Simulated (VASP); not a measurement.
Here is a VASP 6.6.1 calculation.

File INCAR:

```
PREC = Accurate
ENCUT = 520
EDIFF = 1E-7
ISMEAR = -1
SIGMA = 0.05
LREAL = F
LASPH = T
NELM = 80
ALGO = Normal
ISIF = 2
LWAVE = F
LCHARG = T
GGA = PE
LELF = T
LVHAR = T
NBANDS = 22
```

The input KPOINTS:

```
regular mesh
0
Gamma
  9 9 4
```

POSCAR

```
F
1.0
    3.1812075108     -1.9166913054      0.1537331572
    3.1812075108      1.9166913054      0.1537331572
   -1.3775409776      0.0000000000      7.0866335593
F
4
Direct
    0.9236106942      0.5862237664      0.0928428741
    0.4137762336      0.0763893058      0.4071571259
    0.0763893058      0.4137762336      0.9071571259
    0.5862237664      0.9236106942      0.5928428741
```

Potentials or basis: VASP PAW PBE potentials, release 64 (F).

Command:

```sh
$ cat potpaw_PBE.64/F/POTCAR > POTCAR
$ mpirun -np 1 vasp_std > vasp.out
```

Task: Predict the band gap on the k mesh.

Result: 2.50 eV, indirect (least direct gap 2.52 eV).

Task: Estimate the largest force.

Result: 1.307 eV/Å.

Stress tensor (GPa, compression positive):
```
-0.61  0.00  0.87
 0.00 -1.84  0.00
 0.87  0.00 -6.35
```

Caveat: forces of over 1 eV/Å act on the atoms, so gaps and moduli don't describe the material at rest. A k mesh can miss the band edges.
